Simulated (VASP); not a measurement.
# Li27H2O in VASP: single point with PBE+D3(BJ)

Aim: the single point of Li27H2O with PBE+D3(BJ).

Program: VASP 6.6.1. These are calculated values, not measurements. Logs are shortened: lines on timing, memory, paths and dates and some standing lists are left out, and cuts for length are marked.

### Step 1. The cell of the first run

The cell holds a slab with vacuum, 30 atoms: a = 10.470 Å, b = 10.470 Å, c = 14.490 Å, α = 90.00°, β = 90.00°, γ = 90.00°.

### Step 2. Single point, PBE+D3(BJ)

INCAR

```
ALGO = Normal
EDIFF = 1E-6
ENCUT = 520
GGA = PE
ISIF = 2
ISMEAR = 0
IVDW = 12
LASPH = T
LCHARG = F
LREAL = Auto
LWAVE = F
NBANDS = 66
NELM = 80
PREC = Accurate
SIGMA = 0.15
```

KPOINTS

```
k-points
0
Gamma
  3 3 1
```

POSCAR

```
Li27H2O
1.0
   10.4700000000      0.0000000000      0.0000000000
    0.0000000000     10.4700000000      0.0000000000
    0.0000000000      0.0000000000     14.4900000000
Li O H
27 1 2
Direct
    0.0000000000      0.0000000000      0.0690131100
    0.3333333300      0.0000000000      0.0690131100
    0.6666666700      0.0000000000      0.0690131100
    0.0000000000      0.3333333300      0.0690131100
    0.3333333300      0.3333333300      0.0690131100
    0.6666666700      0.3333333300      0.0690131100
    0.0000000000      0.6666666700      0.0690131100
    0.3333333300      0.6666666700      0.0690131100
    0.6666666700      0.6666666700      0.0690131100
    0.1666584833      0.1951424969      0.2101332267
    0.5085068494      0.1689879207      0.1816120055
    0.8248269738      0.1689998857      0.1816113815
    0.1666533628      0.5012815157      0.2147477288
    0.5106028314      0.5066618806      0.1822093326
    0.8227519784      0.5066596326      0.1822177223
    0.1666811407      0.8076946526      0.1963965027
    0.5083714557      0.8282778072      0.1815523667
    0.8249700665      0.8282763385      0.1815566417
   -0.0166003985     -0.0041188592      0.2895083816
    0.3499341010     -0.0041161549      0.2895058727
    0.6666710562     -0.0023001932      0.3023929679
   -0.0157461184      0.3400718183      0.2874896544
    0.3490620660      0.3400932282      0.2874488285
    0.6666588253      0.3378964658      0.3020201880
   -0.0078850195      0.6755972804      0.2988119439
    0.3412440875      0.6755833071      0.2987983366
    0.6666549015      0.6677538451      0.3058869766
    0.1666621880      0.3450781848      0.2959629978
    0.1666797430      0.6619931278      0.2776477848
    0.1666892361      0.3402597650      0.3632388966
```

Potentials or basis: VASP PAW PBE potentials, release 64 (Li_sv, O, H).

On the command line:

```
$ cat potpaw_PBE.64/Li_sv/POTCAR potpaw_PBE.64/O/POTCAR potpaw_PBE.64/H/POTCAR > POTCAR
$ mpirun -np 1 vasp_std > vasp.out
```

OUTCAR:

```text
EDIFF = 1E-6
   ENCUT = 520
   GGA = PE
   ISIF = 2
   ISMEAR = 0
   IVDW = 12
   LASPH = T
   LREAL = Auto
   NELM = 80
   PREC = Accurate
 IVDW          = 12

 ion  position               nearest neighbor table
   1  0.000  0.000  0.069-
   2  0.333  0.000  0.069-
   3  0.667  0.000  0.069-
   4  0.000  0.333  0.069-
   5  0.333  0.333  0.069-
   6  0.667  0.333  0.069-
   7  0.000  0.667  0.069-
   8  0.333  0.667  0.069-
   9  0.667  0.667  0.069-
  10  0.167  0.195  0.210-  28 2.00
  11  0.509  0.169  0.182-
  12  0.825  0.169  0.182-
  13  0.167  0.501  0.215-  28 2.01
  14  0.511  0.507  0.182-
  15  0.823  0.507  0.182-
  16  0.167  0.808  0.196-
  17  0.508  0.828  0.182-
  18  0.825  0.828  0.182-
  19  0.983  0.996  0.290-
  20  0.350  0.996  0.290-
  21  0.667  0.998  0.302-
  22  0.984  0.340  0.287-  28 1.91
  23  0.349  0.340  0.287-  28 1.91
  24  0.667  0.338  0.302-
  25  0.992  0.676  0.299-
  26  0.341  0.676  0.299-
  27  0.667  0.668  0.306-
  28  0.167  0.345  0.296-  30 0.98  23 1.91  22 1.91  10 2.00  13 2.01
  29  0.167  0.662  0.278-
  30  0.167  0.340  0.363-  28 0.98

  LATTYP: Found a simple tetragonal cell.
 ALAT       =    10.4700000000
 C/A-ratio  =     1.3839541547

  Lattice vectors:

 A1 = (  10.4700000000,   0.0000000000,   0.0000000000)
 A2 = (   0.0000000000,  10.4700000000,   0.0000000000)
 A3 = (   0.0000000000,   0.0000000000,  14.4900000000)

Analysis of symmetry for initial positions (statically):
=====================================================================
 Subroutine PRICEL returns:
 Original cell was already a primitive cell.

 Routine SETGRP: Setting up the symmetry group for a
 simple tetragonal supercell.

 Subroutine GETGRP returns: Found  1 space group operations
 (whereof  1 operations were pure point group operations)
 out of a pool of 16 trial point group operations.

The static configuration has the point symmetry C_1 .

Analysis of symmetry for dynamics (positions and initial velocities):
=====================================================================
 Subroutine PRICEL returns:
 Original cell was already a primitive cell.

 Routine SETGRP: Setting up the symmetry group for a
 simple tetragonal supercell.

 Subroutine GETGRP returns: Found  1 space group operations
 (whereof  1 operations were pure point group operations)
 out of a pool of 16 trial point group operations.

The dynamic configuration has the point symmetry C_1 .

 Subroutine INISYM returns: Found  1 space group operations
 (whereof  1 operations are pure point group operations),
 and found     1 'primitive' translations

----------------------------------------------------------------------------------------

                                     Primitive cell

  volume of cell :    1588.4068

  direct lattice vectors                    reciprocal lattice vectors
    10.470000000  0.000000000  0.000000000     0.095510984  0.000000000  0.000000000
     0.000000000 10.470000000  0.000000000     0.000000000  0.095510984  0.000000000
     0.000000000  0.000000000 14.490000000     0.000000000  0.000000000  0.069013112

  length of vectors
    10.470000000 10.470000000 14.490000000     0.095510984  0.095510984  0.069013112

  position of ions in fractional coordinates (direct lattice)
     0.000000000  0.000000000  0.069013110
     0.333333330  0.000000000  0.069013110
     0.666666670  0.000000000  0.069013110
     0.000000000  0.333333330  0.069013110
     0.333333330  0.333333330  0.069013110
     0.666666670  0.333333330  0.069013110
[... 22 lines left out ...]
     0.166679743  0.661993128  0.277647785
     0.166689236  0.340259765  0.363238897

  ion indices of the primitive-cell ions
   primitive index   ion index
                 1           1
                 2           2
                 3           3
                 4           4
                 5           5
                 6           6
[... 22 lines left out ...]
                29          29
                30          30

----------------------------------------------------------------------------------------

 KPOINTS: k-points

Automatic generation of k-mesh.
 Grid dimensions read from file:
 generate k-points for:    3    3    1

 Generating k-lattice:

  Cartesian coordinates                     Fractional coordinates (reciprocal lattice)
     0.031836995  0.000000000  0.000000000     0.333333333  0.000000000  0.000000000
     0.000000000  0.031836995  0.000000000     0.000000000  0.333333333  0.000000000
     0.000000000  0.000000000  0.069013112     0.000000000  0.000000000  1.000000000

  Length of vectors
     0.031836995  0.031836995  0.069013112

  Shift w.r.t. Gamma in fractional coordinates (k-lattice)
     0.000000000  0.000000000  0.000000000

 Subroutine IBZKPT returns following result:
 ===========================================

 Found      5 irreducible k-points:

 Following reciprocal coordinates:
            Coordinates               Weight
  0.000000  0.000000  0.000000      1.000000
  0.333333  0.000000  0.000000      2.000000
  0.000000  0.333333  0.000000      2.000000
  0.333333  0.333333  0.000000      2.000000
 -0.333333  0.333333  0.000000      2.000000
   k-points           NKPTS =      5   k-points in BZ     NKDIM =      5   number of bands    NBANDS=     66
   number of dos      NEDOS =    301   number of ions     NIONS =     30
   total plane-waves  NPLWV = 691200
   dimension x,y,z NGX =    80 NGY =   80 NGZ =  108
   dimension x,y,z NGXF=   160 NGYF=  160 NGZF=  216
   ions per type =              27   1   2
   NGX,Y,Z   is equivalent  to a cutoff of  12.70, 12.70, 12.39 a.u.
   NGXF,Y,Z  is equivalent  to a cutoff of  25.41, 25.41, 24.78 a.u.
 SYSTEM =  unknown system
   PREC   = accura    normal or accurate (medium, high low for compatibility)
   ISTART =      0    job   : 0-new  1-cont  2-samecut
   ICHARG =      2    charge: 1-file 2-atom 10-const
   ISPIN  =      1    spin polarized calculation?
   LNONCOLLINEAR =      F non collinear calculations
   LSORBIT =      F    spin-orbit coupling
   LASPH  =      T    aspherical Exc in radial PAW
   ENCUT  =  520.0 eV  38.22 Ry    6.18 a.u.  19.47 19.47 26.94*2*pi/ulx,y,z
   NELM   =     80;   NELMIN=  2; NELMDL= -5     # of ELM steps
   EDIFF  = 0.1E-05   stopping-criterion for ELM
   LREAL  =      T    real-space projection
   EDIFFG = 0.1E-04   stopping-criterion for IOM
   NSW    =      0    number of steps for IOM
   IBRION =     -1    ionic relax: 0-MD 1-quasi-New 2-CG
   NFREE  =      0    steps in history (QN), initial steepest desc. (CG)
   ISIF   =      2    stress and relaxation
   ISYM   =      2    0-nonsym 1-usesym 2-fastsym
   POTIM  = 0.5000    time-step for ionic-motion
   TEBEG  =    0.0;   TEEND  =   0.0 temperature during run
   PSTRESS=    0.0 pullay stress
   NELECT =      89.0000    total number of electrons
   NUPDOWN=      -1.0000    fix difference up-down
   EMIN   =  10.00;   EMAX   =-10.00  energy-range for DOS
   EFERMI =   0.00;   METHOD = LEGACY
   ISMEAR =     0;   SIGMA  =   0.15  broadening in eV -4-tet -1-fermi 0-gaus
   EFERMI_NEDOS =   21; number of points for ismear=-14 and -15
   IALGO  =     38    algorithm
   IMIX   =      4    mixing-type and parameters
     AMIX     =   0.40;   BMIX     =  1.00
     AMIX_MAG =   1.60;   BMIX_MAG =  1.00
  volume/ion in A,a.u.               =      52.95       357.30
  Fermi-wavevector in a.u.,A,eV,Ry     =   0.626447  1.183813  5.339412  0.392436
  Thomas-Fermi vector in A             =   1.687703
   LORBIT       =      0    0 simple, 1 ext, 2 COOP (PROOUT), +10 PAW based schemes
   GGA     = PE    functional components
   LHFCALC =     F    Hartree Fock is set to
   AEXX    =    0.0000 exact exchange contribution
   IVDW    =    12    specifies the selected vdW correction
   LEPSILON=     F    determine dielectric tensor
   LRPA    =     F    only Hartree local field effects (RPA)
 non-spin polarized calculation
 Gauss-broadening in eV      SIGMA  =   0.15
  energy-cutoff  :      520.00
  volume of cell :     1588.41
 maximum number of plane-waves:     42901
 NGX is ok and might be reduce to    80
   NGX = 39   NGY = 39   NGZ = 53

 number of electron      88.9999998 magnetization

 Free energy of the ion-electron system (eV)
  ---------------------------------------------------
  ext. energy  EPLUGINS =         0.00000000
  ---------------------------------------------------
  free energy    TOTEN  =       -61.90765164 eV

  energy without entropy =      -61.74668308  energy(sigma->0) =      -61.82716736

 E-fermi :  -1.4519     XC(G=0):  -3.6281

 val. band max:       -1.4520340312   @ k =   0.0000   0.3333   0.0000
 cond. band min:      -1.4239313942   @ k =   0.3333   0.3333   0.0000
 fundamental gap:      0.0281026369
 Fermi energy:        -1.4518933639

 k-point     1 :       0.0000    0.0000    0.0000
  band No.  band energies     occupation
      1     -48.8713      2.00000
      2     -48.8707      2.00000
      3     -48.7983      2.00000
      4     -48.7976      2.00000
      5     -48.7964      2.00000
      6     -48.7958      2.00000
[... 48 lines left out ...]
     55       0.0053      0.00000
     56       0.0250      0.00000

 k-point     2 :       0.3333    0.0000    0.0000
  band No.  band energies     occupation
      1     -48.8712      2.00000
      2     -48.8707      2.00000
      3     -48.7982      2.00000
      4     -48.7976      2.00000
      5     -48.7964      2.00000
      6     -48.7958      2.00000
[... 48 lines left out ...]
     55      -0.2219      0.00000
     56       0.0544      0.00000

 k-point     3 :       0.0000    0.3333    0.0000
  band No.  band energies     occupation
      1     -48.8712      2.00000
      2     -48.8707      2.00000
      3     -48.7982      2.00000
      4     -48.7976      2.00000
      5     -48.7964      2.00000
      6     -48.7958      2.00000
[... 48 lines left out ...]
     55      -0.0622      0.00000
     56      -0.0142      0.00000

 k-point     4 :       0.3333    0.3333    0.0000
  band No.  band energies     occupation
      1     -48.8712      2.00000
      2     -48.8707      2.00000
      3     -48.7982      2.00000
      4     -48.7976      2.00000
      5     -48.7964      2.00000
      6     -48.7958      2.00000
[... 48 lines left out ...]
     55      -0.3811      0.00000
     56      -0.1161      0.00000

 k-point     5 :      -0.3333    0.3333    0.0000
  band No.  band energies     occupation
      1     -48.8712      2.00000
      2     -48.8707      2.00000
      3     -48.7982      2.00000
      4     -48.7976      2.00000
      5     -48.7964      2.00000
      6     -48.7958      2.00000
[... 48 lines left out ...]
     55      -0.3811      0.00000
     56      -0.1161      0.00000
 [bands above 56 left out]

------------------------ aborting loop because EDIFF is reached ----------------------------------------

 Edisp (eV)   -2.81248

 E8    (eV) :    -1.2205

  FORCE on cell =-STRESS in cart. coord.  units (eV):
  Direction    XX          YY          ZZ          XY          YZ          ZX
  --------------------------------------------------------------------------------------
  -------------------------------------------------------------------------------------
  Total      -7.84511    -8.97322    -0.21030    -0.00135    -0.00979    -0.00193
  in kB      -7.91312    -9.05101    -0.21213    -0.00136    -0.00987    -0.00195
  external pressure =       -5.73 kB  Pullay stress =        0.00 kB

 VOLUME and BASIS-vectors are now :
 -----------------------------------------------------------------------------
  energy-cutoff  :      520.00
  volume of cell :     1588.41
      direct lattice vectors                 reciprocal lattice vectors
    10.470000000  0.000000000  0.000000000     0.095510984  0.000000000  0.000000000
     0.000000000 10.470000000  0.000000000     0.000000000  0.095510984  0.000000000
     0.000000000  0.000000000 14.490000000     0.000000000  0.000000000  0.069013112

 POSITION                                       TOTAL-FORCE (eV/Angst)
 -----------------------------------------------------------------------------------
      0.00000      0.00000      1.00000         0.080626      0.005422      0.205443
      3.49000      0.00000      1.00000        -0.081318      0.005362      0.205928
      6.98000      0.00000      1.00000         0.000829     -0.023895     -0.085715
      0.00000      3.49000      1.00000        -0.028221      0.043127     -0.023257
      3.49000      3.49000      1.00000         0.027786      0.043790     -0.023610
      6.98000      3.49000      1.00000         0.000168      0.047411     -0.109050
[... 22 lines left out ...]
      1.74514      6.93107      4.02312        -0.000292      0.001105     -0.001148
      1.74524      3.56252      5.26333        -0.000358     -0.005881      0.128934
 -----------------------------------------------------------------------------------
    total drift:                                0.002711      0.000681     -0.001802

  FREE ENERGIE OF THE ION-ELECTRON SYSTEM (eV)
  ---------------------------------------------------
  free  energy   TOTEN  =       -64.7201326735 eV

  energy  without entropy=      -64.5591641157  energy(sigma->0) =      -64.63964839
```

Run time: 11 min. Hardware: 1 thread of AMD EPYC 9R45 (Zen 5), shared host; peak memory 1.4 GiB.

Results:

```yaml
Free_energy: -64.7201 eV
Largest_force: 0.221 eV/Å
Band_gap_on_the_k_mesh: zero (an odd number of electrons rules out a gap without spin polarisation)
Dispersion_energy_per_atom: -0.094 eV
```

Forces in eV/Å, atoms in the order of the input:
```
Li   0.081  0.005  0.205
Li  -0.081  0.005  0.206
Li   0.001 -0.024 -0.086
Li  -0.028  0.043 -0.023
Li   0.028  0.044 -0.024
Li   0.000  0.047 -0.109
Li  -0.012 -0.066 -0.002
Li   0.012 -0.067 -0.003
Li   0.000  0.014 -0.192
Li  -0.001  0.001 -0.004
Li   0.001 -0.001 -0.002
Li   0.001  0.000  0.002
Li  -0.001  0.000 -0.001
Li   0.000 -0.001 -0.003
Li   0.000  0.001 -0.004
Li  -0.001 -0.001  0.003
Li   0.000 -0.001 -0.002
Li  -0.001 -0.001  0.003
Li   0.003  0.003  0.005
Li  -0.001  0.001  0.002
Li   0.001 -0.002  0.003
Li  -0.010 -0.003 -0.004
Li   0.016 -0.002 -0.002
Li  -0.001  0.000  0.004
Li   0.002 -0.001  0.003
Li  -0.003 -0.001  0.004
Li  -0.003  0.000  0.005
O   -0.002  0.012 -0.114
H    0.000  0.001 -0.001
H    0.000 -0.006  0.129
```

Caveat: the cutoff is under 1.25 times the usual one of these potentials, so pressure, stress and relaxed cells hold a basis-set (Pulay) error; an odd number of electrons without spin polarisation forces a metal; a magnetic or distorted state may lie lower.
